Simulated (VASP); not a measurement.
# Lu in VASP: a series of runs, part 2 of 2

VASP 6.6.1. The steps go on from the part before.

### 3 Single point, PBE

This run uses another cell than the first one, of 30.95 Å³/atom.

INCAR reads:

```
PREC = Accurate
ENCUT = 520
EDIFF = 1E-6
ISMEAR = 0
SIGMA = 0.1
LREAL = False
LASPH = True
NELM = 60
ALGO = Fast
ISIF = 2
LWAVE = False
LCHARG = False
GGA = PE
NBANDS = 18
```

KPOINTS reads:

```
regular mesh
0
Gamma
  18 18 18
```

POSCAR reads:

```
Lu
1.0
    3.3084051749      0.0000000000      0.0000000000
   -1.6542025875      2.8651629274      0.0000000000
    0.0000000000      0.0000000000      3.2655719584
Lu
1
Direct
    0.0000000000      0.0000000000      0.0000000000
```

Potentials or basis: VASP PAW PBE potentials, release 64 (Lu).

Run with:

```bash
$ cat potpaw_PBE.64/Lu/POTCAR > POTCAR
$ mpirun -np 1 vasp_std > vasp.out
```

OUTCAR:

```text
PREC = Accurate
   ENCUT = 520
   EDIFF = 1E-6
   ISMEAR = 0
   LREAL = False
   LASPH = True
   NELM = 60
   ISIF = 2
   GGA = PE

 ion  position               nearest neighbor table
   1  0.000  0.000  0.000-

  LATTYP: Found a hexagonal cell.
 ALAT       =     3.3084051749
 C/A-ratio  =     0.9870532132

  Lattice vectors:

 A1 = (   3.3084051749,   0.0000000000,   0.0000000000)
 A2 = (  -1.6542025875,   2.8651629274,   0.0000000000)
 A3 = (   0.0000000000,   0.0000000000,   3.2655719584)

Analysis of symmetry for initial positions (statically):
=====================================================================
 Subroutine PRICEL returns:
 Original cell was already a primitive cell.

 Routine SETGRP: Setting up the symmetry group for a
 hexagonal supercell.

 Subroutine GETGRP returns: Found 24 space group operations
 (whereof 24 operations were pure point group operations)
 out of a pool of 24 trial point group operations.

The static configuration has the point symmetry D_6h.

Analysis of symmetry for dynamics (positions and initial velocities):
=====================================================================
 Subroutine PRICEL returns:
 Original cell was already a primitive cell.

 Routine SETGRP: Setting up the symmetry group for a
 hexagonal supercell.

 Subroutine GETGRP returns: Found 24 space group operations
 (whereof 24 operations were pure point group operations)
 out of a pool of 24 trial point group operations.

The dynamic configuration has the point symmetry D_6h.

 Subroutine INISYM returns: Found 24 space group operations
 (whereof 24 operations are pure point group operations),
 and found     1 'primitive' translations

----------------------------------------------------------------------------------------

                                     Primitive cell

[... 104 lines left out ...]
   EFERMI_NEDOS =   21; number of points for ismear=-14 and -15
   IALGO  =     68    algorithm
   IMIX   =      4    mixing-type and parameters
     AMIX     =   0.40;   BMIX     =  1.00
     AMIX_MAG =   1.60;   BMIX_MAG =  1.00
  volume/ion in A,a.u.               =      30.95       208.89
  Fermi-wavevector in a.u.,A,eV,Ry     =   1.524564  2.881009 31.623971  2.324296
  Thomas-Fermi vector in A             =   2.632854
   LORBIT       =      0    0 simple, 1 ext, 2 COOP (PROOUT), +10 PAW based schemes
   GGA     = PE    functional components
   LHFCALC =     F    Hartree Fock is set to
   AEXX    =    0.0000 exact exchange contribution
   IVDW    =     0    specifies the selected vdW correction
   LEPSILON=     F    determine dielectric tensor
   LRPA    =     F    only Hartree local field effects (RPA)
 non-spin polarized calculation
 RMM-DIIS sequential band-by-band and
 Gauss-broadening in eV      SIGMA  =   0.10
  energy-cutoff  :      520.00
  volume of cell :       30.95
 maximum number of plane-waves:       855
 NGX is ok and might be reduce to    28
   NGX = 13   NGY = 13   NGZ = 13

 number of electron      25.0000002 magnetization

 Free energy of the ion-electron system (eV)
  ---------------------------------------------------
  ext. energy  EPLUGINS =         0.00000000
  ---------------------------------------------------
  free energy    TOTEN  =        -4.03753166 eV

  energy without entropy =       -4.02551851  energy(sigma->0) =       -4.03152509

 E-fermi :   1.9177     XC(G=0): -10.3485

 val. band max:        1.9174101318   @ k =   0.1111   0.0556   0.0556
 cond. band min:       1.9260109282   @ k =   0.3889   0.1667   0.1111
 fundamental gap:      0.0086007963
 Fermi energy:         1.9177143082

 k-point     1 :       0.0000    0.0000    0.0000
  band No.  band energies     occupation
      1     -54.5439      2.00000
      2     -25.0735      2.00000
      3     -24.8917      2.00000
      4     -24.8917      2.00000
      5      -3.8479      2.00000
      6      -3.3053      2.00000
[... 481 lines left out ...]
      5      -3.3162      2.00000
      6      -3.2870      2.00000
[... 10 lines left out ...]
     17       8.5297      0.00000
     18       9.9026      0.00000

 [... further k-points ...]

------------------------ aborting loop because EDIFF is reached ----------------------------------------

  FORCE on cell =-STRESS in cart. coord.  units (eV):
  Direction    XX          YY          ZZ          XY          YZ          ZX
  --------------------------------------------------------------------------------------
  -------------------------------------------------------------------------------------
  Total        0.0108524      0.0108524      0.0001293     -0.0000000      0.0000000      0.0000000
  in kB        0.5617038      0.5617038      0.0066917     -0.0000000      0.0000000      0.0000000
  external PRESSURE =       0.3766998 kB  Pullay stress =       0.0000000 kB

 VOLUME and BASIS-vectors are now :
 -----------------------------------------------------------------------------
  energy-cutoff  :      520.00
  volume of cell :       30.95
      direct lattice vectors                 reciprocal lattice vectors
     3.308405175  0.000000000  0.000000000     0.302260439  0.174510146  0.000000000
    -1.654202587  2.865162927  0.000000000     0.000000000  0.349020291  0.000000000
     0.000000000  0.000000000  3.265571958     0.000000000  0.000000000  0.306225070

 POSITION                                       TOTAL-FORCE (eV/Angst)
 -----------------------------------------------------------------------------------
      0.00000      0.00000      0.00000        -0.000000      0.000000      0.000000
 -----------------------------------------------------------------------------------
    total drift:                                0.000000      0.000000      0.000000

  FREE ENERGIE OF THE ION-ELECTRON SYSTEM (eV)
  ---------------------------------------------------
  free  energy   TOTEN  =        -4.0375316607 eV

  energy  without entropy=       -4.0255185148  energy(sigma->0) =       -4.03152509
```

OSZICAR:

```text
N       E                     dE             d eps       ncg     rms          rms(c)
DAV:   1     0.858534595216E+02    0.85853E+02   -0.10351E+04 16540   0.462E+03
DAV:   2     0.218476769140E+01   -0.83669E+02   -0.81975E+02 13964   0.364E+02
DAV:   3    -0.391296846013E+01   -0.60977E+01   -0.60334E+01 14858   0.745E+01
[... 18 lines left out ...]
RMM:  22    -0.403752737463E+01   -0.18626E-05   -0.20366E-05 12037   0.130E-02    0.147E-02
RMM:  23    -0.403752872215E+01   -0.13475E-05   -0.14410E-05 12117   0.120E-02    0.984E-03
RMM:  24    -0.403753001509E+01   -0.12929E-05   -0.12285E-05 12156   0.126E-02    0.416E-03
RMM:  25    -0.403753105083E+01   -0.10357E-05   -0.85390E-06  9582   0.984E-03    0.497E-04
RMM:  26    -0.403753166067E+01   -0.60984E-06   -0.71600E-06  8191   0.611E-03
   1 F= -.40375317E+01 E0= -.40315251E+01  d E =-.120131E-01
```

stdout:

```text
POSCAR found type information on POSCAR Lu
 POSCAR found :  1 types and       1 ions
 scaLAPACK will be used
 LDA part: xc-table for (Slater+PW92), standard interpolation
 POSCAR, INCAR and KPOINTS ok, starting setup
 FFT: planning ... GRIDC
 FFT: planning ... GRID_SOFT
 FFT: planning ... GRID
 WAVECAR not read
 entering main loop
WARNING in EDDRMM: call to ZHEGV failed, returncode =   6  3     14
WARNING in EDDRMM: call to ZHEGV failed, returncode =   6  3      9
WARNING in EDDRMM: call to ZHEGV failed, returncode =   8  4      8
WARNING in EDDRMM: call to ZHEGV failed, returncode =   6  3     12
WARNING in EDDRMM: call to ZHEGV failed, returncode =   6  3      7
WARNING in EDDRMM: call to ZHEGV failed, returncode =   6  3     12
WARNING in EDDRMM: call to ZHEGV failed, returncode =   6  3      6
WARNING in EDDRMM: call to ZHEGV failed, returncode =   6  3     16
WARNING in EDDRMM: call to ZHEGV failed, returncode =   6  3     13
WARNING in EDDRMM: call to ZHEGV failed, returncode =   8  4     16
[... 8 lines left out ...]
WARNING in EDDRMM: call to ZHEGV failed, returncode =   8  4     18
WARNING in EDDRMM: call to ZHEGV failed, returncode =   6  3     13
WARNING in EDDRMM: call to ZHEGV failed, returncode =   6  3     16
WARNING in EDDRMM: call to ZHEGV failed, returncode =   8  4     14
WARNING in EDDRMM: call to ZHEGV failed, returncode =   6  3     12
WARNING in EDDRMM: call to ZHEGV failed, returncode =   6  3     12
WARNING in EDDRMM: call to ZHEGV failed, returncode =   8  4     18
WARNING in EDDRMM: call to ZHEGV failed, returncode =   6  3     12
WARNING in EDDRMM: call to ZHEGV failed, returncode =   6  3     12
WARNING in EDDRMM: call to ZHEGV failed, returncode =   8  4     18
```

It took 3.8 min on 1 thread of AMD EPYC 9R45 (Zen 5), shared host; peak memory 0.3 GiB.

What came out:

```
Free energy            : -4.0375 eV
Pressure               : 0.0 GPa
Band gap on the k mesh : zero (an odd number of electrons rules out a gap without spin polarisation)
```

Levels at points of the mesh, in eV from the Fermi level:
```
           k point  band 9  band 10  band 11  band 12  band 13  band 14  band 15  band 16  band 17  band 18
(0.00, 0.00, 0.00)   -5.18    -5.15    -5.15    -5.08    -0.31     2.35     2.35     6.34     6.34     9.90
(0.50, 0.00, 0.00)   -5.13    -5.12    -5.12    -2.34     0.23     0.41     3.12     5.65     6.99     8.43
(0.00, 0.00, 0.50)   -5.13    -5.13    -5.08    -3.04    -0.58     2.91     2.91     4.10     4.10     7.77
(0.50, 0.00, 0.50)   -5.13    -5.12    -5.12    -1.51    -0.62     2.89     4.02     4.06     7.23     7.61
```

Caveat: spin-orbit coupling is left out, which moves the levels of the heavy elements.

The gap in the log of VASP goes by the Fermi energy; the results here count the filled bands.